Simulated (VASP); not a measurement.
SnPb2O3:

```
Sn Pb O
1.0
     3.94615    0.00000    0.00000
     0.00000    3.94615    0.00000
     0.00000    0.00000   15.05806
Sn Pb O
2 4 6
Direct
  0.00000 0.50000 0.74617
  0.50000 0.00000 0.25383
  0.00000 0.50000 0.07950
  0.00000 0.50000 0.41283
  0.50000 0.00000 0.92050
  0.50000 0.00000 0.58717
  0.00000 0.00000 0.66667
  0.00000 0.00000 0.00000
  0.00000 0.00000 0.33333
  0.50000 0.50000 0.66667
  0.50000 0.50000 0.00000
  0.50000 0.50000 0.33333
```

```yaml
Program: VASP 6.6.1
Task: relaxation of cell and atoms
Functional: PBE
Potentials_or_basis: VASP PAW PBE potentials, release 64 (Sn_d, Pb_d, O)
Cutoff: 600 eV
k_mesh: 4 × 4 × 1
Occupations: gaussian, width 0.1 eV
Spin: no spin polarisation
```

At the start: pressure 2.1 GPa; volume 19.54 Å³/atom.

**Question.** Where does the relaxation end?

**Answer.** Over 14 steps the energy falls by 17.8 meV/atom and the volume is 21.44 Å³/atom (+9.7 %); space group P4/nmm (No. 129, to 0.1 Å) before and after.

Step by step:
```tsv
step	energy change (eV)	largest force (eV/Å)	pressure (GPa)	volume (Å³)
1	0.0000	0.9257	2.06	234.49
2	-0.1179	0.6303	-0.90	243.10
3	-0.1228	0.4869	-0.45	241.62
4	-0.1503	0.2012	0.55	241.28
5	-0.1503	0.1950	0.57	241.27
6	-0.1635	0.1194	0.31	243.60
7	-0.1708	0.1794	-0.03	246.98
8	-0.1840	0.0883	-0.03	248.86
9	-0.2035	0.2034	0.03	254.45
10	-0.2125	0.0579	-0.15	256.69
11	-0.2127	0.0736	-0.18	257.05
12	-0.2111	0.0999	0.49	256.47
13	-0.2136	0.0458	0.06	256.84
14	-0.2141	0.0259	0.06	257.30
```

Final structure:
```xyz
12
Lattice="3.9874 0.0000 0.0000 0.0000 3.9874 0.0000 0.0000 0.0000 16.1830" Properties=species:S:1:pos:R:3 pbc="T T T"
Sn    3.9874    1.9937   11.9480
Sn    1.9937    0.0000    4.2351
Pb    0.0000    1.9937    1.2177
Pb    3.9874    1.9937    6.5771
Pb    1.9937    0.0000   14.9653
Pb    1.9937    0.0000    9.6059
O     0.0000    0.0000   10.8306
O     0.0000    0.0000   16.1830
O     3.9874    3.9874    5.3524
O     1.9937    1.9937   10.8306
O     1.9937    1.9937   16.1830
O     1.9937    1.9937    5.3524
```
